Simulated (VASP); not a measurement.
## CoSi2: single point with PBE

CoSi2:

```
Co Si
1.0
     0.00000    2.67800    2.67800
     2.67800    0.00000    2.67800
     2.67800    2.67800    0.00000
Co Si
1 2
Direct
  0.00000 0.00000 0.00000
  0.75000 0.75000 0.75000
  0.25000 0.25000 0.25000
```

* Program: VASP 6.6.1
* Task: single point
* Functional: PBE
* Potentials or basis: VASP PAW PBE potentials, release 64 (Co, Si)
* Cutoff: 520 eV
* k mesh: 7 × 7 × 7
* Occupations: fermi-dirac, width 0.05 eV
* Spin: collinear spin, ferromagnetic start
* Starting moments: [1.5, 0.0, 0.0] μB
* Fixed moment: 1.5 μB

The pressure is 9.8 GPa, the net moment is 1.50 μB per cell and the site moments are Co +0.94; Si +0.12 μB. The valence electrons inside the program's atomic spheres are Co 8.82; Si 1.61.

Run time: 30 s on 1 thread of Intel(R) Xeon(R) Platinum 8375C CPU @ 2.90GHz (Ice Lake) (shared host), peak memory 0.18 GiB.

Caveat: the total moment is fixed, so each spin has its own Fermi level.
